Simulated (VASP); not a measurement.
# Al (Fm-3m) in VASP: single point with PBE

Aim: the single point of Al with PBE.

Everything below comes from runs of VASP 6.6.1. Logs are shortened: lines on timing, memory, paths and dates and some standing lists are left out, and cuts for length are marked.

### 1 The cell of the first run

Symmetry: Fm-3m, No. 225, cubic system. Conventional cell: a = 4.050 Å, b = 4.050 Å, c = 4.050 Å, α = 90.00°, β = 90.00°, γ = 90.00°. Within 3.8 Å of Al (site symmetry m-3m) lie 12 Al at 2.86 Å.

### 2 Single point, PBE

Contents of INCAR:

```
SYSTEM = Al
PREC = Accurate ; ENCUT = 500
EDIFF = 1E-6 ; ISMEAR = -1
SIGMA = 0.2 ; LREAL = .False.
LASPH = .True. ; NELM = 120
ALGO = Normal ; ISIF = 2
LWAVE = .False. ; LCHARG = .False.
GGA = PE ; NBANDS = 8
GGA_COMPAT = .False.
```

Contents of KPOINTS:

```
regular mesh
0
Gamma
  8 8 8
  0 0 0
```

Contents of POSCAR:

```
Al
1.0
    0.0000000000      2.0248000000      2.0248000000
    2.0248000000      0.0000000000      2.0248000000
    2.0248000000      2.0248000000      0.0000000000
Al
1
Direct
    0.0000000000      0.0000000000      0.0000000000
```

Potentials or basis: VASP PAW PBE potentials, release 64 (Al).

Run with:

```console
> cat potpaw_PBE.64/Al/POTCAR > POTCAR
> mpirun -np 1 vasp_std > vasp.out
```

OUTCAR:

```text
SYSTEM = Al
   PREC = Accurate
   ENCUT = 500
   EDIFF = 1E-6
   ISMEAR = -1
   LREAL = .False.
   LASPH = .True.
   NELM = 120
   ISIF = 2
   GGA = PE

 ion  position               nearest neighbor table
   1  0.000  0.000  0.000-

  LATTYP: Found a face centered cubic cell.
 ALAT       =     4.0496000000

  Lattice vectors:

 A1 = (   0.0000000000,   2.0248000000,   2.0248000000)
 A2 = (   2.0248000000,   0.0000000000,   2.0248000000)
 A3 = (   2.0248000000,   2.0248000000,   0.0000000000)

Analysis of symmetry for initial positions (statically):
=====================================================================
 Subroutine PRICEL returns:
 Original cell was already a primitive cell.

 Routine SETGRP: Setting up the symmetry group for a
 face centered cubic supercell.

 Subroutine GETGRP returns: Found 48 space group operations
 (whereof 48 operations were pure point group operations)
 out of a pool of 48 trial point group operations.

The static configuration has the point symmetry O_h .

Analysis of symmetry for dynamics (positions and initial velocities):
=====================================================================
 Subroutine PRICEL returns:
 Original cell was already a primitive cell.

 Routine SETGRP: Setting up the symmetry group for a
 face centered cubic supercell.

 Subroutine GETGRP returns: Found 48 space group operations
 (whereof 48 operations were pure point group operations)
 out of a pool of 48 trial point group operations.

The dynamic configuration has the point symmetry O_h .

 Subroutine INISYM returns: Found 48 space group operations
 (whereof 48 operations are pure point group operations),
 and found     1 'primitive' translations

----------------------------------------------------------------------------------------

                                     Primitive cell

  volume of cell :      16.6026

  direct lattice vectors                    reciprocal lattice vectors
     0.000000000  2.024800000  2.024800000    -0.246937969  0.246937969  0.246937969
     2.024800000  0.000000000  2.024800000     0.246937969 -0.246937969  0.246937969
     2.024800000  2.024800000  0.000000000     0.246937969  0.246937969 -0.246937969

  length of vectors
     2.863499621  2.863499621  2.863499621     0.427709109  0.427709109  0.427709109

  position of ions in fractional coordinates (direct lattice)
     0.000000000  0.000000000  0.000000000

  ion indices of the primitive-cell ions
[... 70 lines left out ...]
   LSORBIT =      F    spin-orbit coupling
   LASPH  =      T    aspherical Exc in radial PAW
   ENCUT  =  500.0 eV  36.75 Ry    6.06 a.u.   5.22  5.22  5.22*2*pi/ulx,y,z
   NELM   =    120;   NELMIN=  2; NELMDL= -5     # of ELM steps
   EDIFF  = 0.1E-05   stopping-criterion for ELM
   LREAL  =      F    real-space projection
   EDIFFG = 0.1E-04   stopping-criterion for IOM
   NSW    =      0    number of steps for IOM
   IBRION =     -1    ionic relax: 0-MD 1-quasi-New 2-CG
   NFREE  =      0    steps in history (QN), initial steepest desc. (CG)
   ISIF   =      2    stress and relaxation
   ISYM   =      2    0-nonsym 1-usesym 2-fastsym
   POTIM  = 0.5000    time-step for ionic-motion
   TEBEG  =    0.0;   TEEND  =   0.0 temperature during run
   PSTRESS=    0.0 pullay stress
   NELECT =       3.0000    total number of electrons
   NUPDOWN=      -1.0000    fix difference up-down
   EMIN   =  10.00;   EMAX   =-10.00  energy-range for DOS
   EFERMI =   0.00;   METHOD = LEGACY
   ISMEAR =    -1;   SIGMA  =   0.20  broadening in eV -4-tet -1-fermi 0-gaus
   EFERMI_NEDOS =   21; number of points for ismear=-14 and -15
   IALGO  =     38    algorithm
   IMIX   =      4    mixing-type and parameters
     AMIX     =   0.40;   BMIX     =  1.00
     AMIX_MAG =   1.60;   BMIX_MAG =  1.00
  volume/ion in A,a.u.               =      16.60       112.04
  Fermi-wavevector in a.u.,A,eV,Ry     =   0.925528  1.748995 11.654791  0.856603
  Thomas-Fermi vector in A             =   2.051393
   LORBIT       =      0    0 simple, 1 ext, 2 COOP (PROOUT), +10 PAW based schemes
   GGA     = PE    functional components
   LHFCALC =     F    Hartree Fock is set to
   AEXX    =    0.0000 exact exchange contribution
   IVDW    =     0    specifies the selected vdW correction
   LEPSILON=     F    determine dielectric tensor
   LRPA    =     F    only Hartree local field effects (RPA)
 non-spin polarized calculation
  energy-cutoff  :      500.00
  volume of cell :       16.60
 maximum number of plane-waves:       444
 NGX is ok and might be reduce to    24
   NGX = 11   NGY = 11   NGZ = 11

 number of electron       3.0000000 magnetization

 Free energy of the ion-electron system (eV)
  ---------------------------------------------------
  ext. energy  EPLUGINS =         0.00000000
  ---------------------------------------------------
  free energy    TOTEN  =        -3.76676435 eV

  energy without entropy =       -3.71330307  energy(sigma->0) =       -3.74003371

 E-fermi :   7.8605     XC(G=0): -10.1736

 val. band max:        7.6171048676   @ k =  -0.2500   0.3750   0.1250
 cond. band min:       8.0716721533   @ k =   0.5000   0.2500   0.1250
 fundamental gap:      0.4545672857
 Fermi energy:         7.8604885907

 k-point     1 :       0.0000    0.0000    0.0000
  band No.  band energies     occupation
      1      -3.1554      2.00000
      2      20.5215      0.00000
      3      20.5215      0.00000
      4      20.5215      0.00000
      5      21.9666      0.00000
      6      21.9666      0.00000
      7      21.9666      0.00000
      8      24.3581      0.00000
[... 243 lines left out ...]
 k-point    24 :      -0.3750    0.2500    0.1250
  band No.  band energies     occupation
      1       4.4103      2.00000
      2       4.6544      2.00000
      3      12.8955      0.00000
      4      13.3536      0.00000
      5      21.1797      0.00000
      6      21.6157      0.00000
      7      28.1609      0.00000
      8      28.4690      0.00000

 [... further k-points ...]
[... 5 lines left out ...]
  --------------------------------------------------------------------------------------
  -------------------------------------------------------------------------------------
  Total       -0.0390067     -0.0390067     -0.0390067      0.0000000      0.0000000      0.0000000
  in kB       -3.7642069     -3.7642069     -3.7642069      0.0000000      0.0000000      0.0000000
  external PRESSURE =      -3.7642069 kB  Pullay stress =       0.0000000 kB

 VOLUME and BASIS-vectors are now :
 -----------------------------------------------------------------------------
  energy-cutoff  :      500.00
  volume of cell :       16.60
      direct lattice vectors                 reciprocal lattice vectors
     0.000000000  2.024800000  2.024800000    -0.246937969  0.246937969  0.246937969
     2.024800000  0.000000000  2.024800000     0.246937969 -0.246937969  0.246937969
     2.024800000  2.024800000  0.000000000     0.246937969  0.246937969 -0.246937969

 POSITION                                       TOTAL-FORCE (eV/Angst)
 -----------------------------------------------------------------------------------
      0.00000      0.00000      0.00000         0.000000      0.000000     -0.000000
 -----------------------------------------------------------------------------------
    total drift:                               -0.000000      0.000000      0.000000

  FREE ENERGIE OF THE ION-ELECTRON SYSTEM (eV)
  ---------------------------------------------------
  free  energy   TOTEN  =        -3.7667643460 eV

  energy  without entropy=       -3.7133030694  energy(sigma->0) =       -3.74003371
```

OSZICAR:

```text
N       E                     dE             d eps       ncg     rms          rms(c)
DAV:   1    -0.236243778822E+01   -0.23624E+01   -0.93899E+02   480   0.210E+02
DAV:   2    -0.378065133798E+01   -0.14182E+01   -0.13893E+01   640   0.184E+01
DAV:   3    -0.378887239270E+01   -0.82211E-02   -0.82106E-02   608   0.156E+00
DAV:   4    -0.378889980861E+01   -0.27416E-04   -0.27416E-04   728   0.829E-02
DAV:   5    -0.378889982502E+01   -0.16412E-07   -0.15519E-07   568   0.113E-03    0.130E+00
DAV:   6    -0.377614239519E+01    0.12757E-01   -0.16170E-03   600   0.193E-01    0.755E-01
DAV:   7    -0.376677046970E+01    0.93719E-02   -0.48896E-03   584   0.315E-01    0.146E-01
DAV:   8    -0.376676624814E+01    0.42216E-05   -0.13930E-05   656   0.268E-02    0.762E-03
DAV:   9    -0.376676472017E+01    0.15280E-05   -0.87000E-07   664   0.414E-03    0.710E-04
DAV:  10    -0.376676434599E+01    0.37418E-06   -0.35738E-09   368   0.417E-04
   1 F= -.37667643E+01 E0= -.37400337E+01  d E =-.534613E-01
```

stdout:

```text
POSCAR found type information on POSCAR Al
 POSCAR found :  1 types and       1 ions
 scaLAPACK will be used
 LDA part: xc-table for (Slater+PW92), standard interpolation
 POSCAR, INCAR and KPOINTS ok, starting setup
 FFT: planning ... GRIDC
 FFT: planning ... GRID_SOFT
 FFT: planning ... GRID
 WAVECAR not read
 entering main loop
```

It took 3.8 s on 1 thread of Intel Xeon 8259CL, shared host; peak memory 0.12 GiB.

Results:

```
Free energy : -3.7668 eV
Pressure    : -0.4 GPa
```

Levels at points of the mesh, in eV from the Fermi level:
```csv
k point,band 1,band 2,band 3,band 4,band 5
"(0.00, 0.00, 0.00)",-11.02,12.66,12.66,12.66,14.11
"(0.50, 0.00, 0.00)",-4.49,-4.30,11.42,11.42,11.51
"(0.50, 0.50, 0.00)",-2.83,-1.52,5.33,5.64,5.64
```
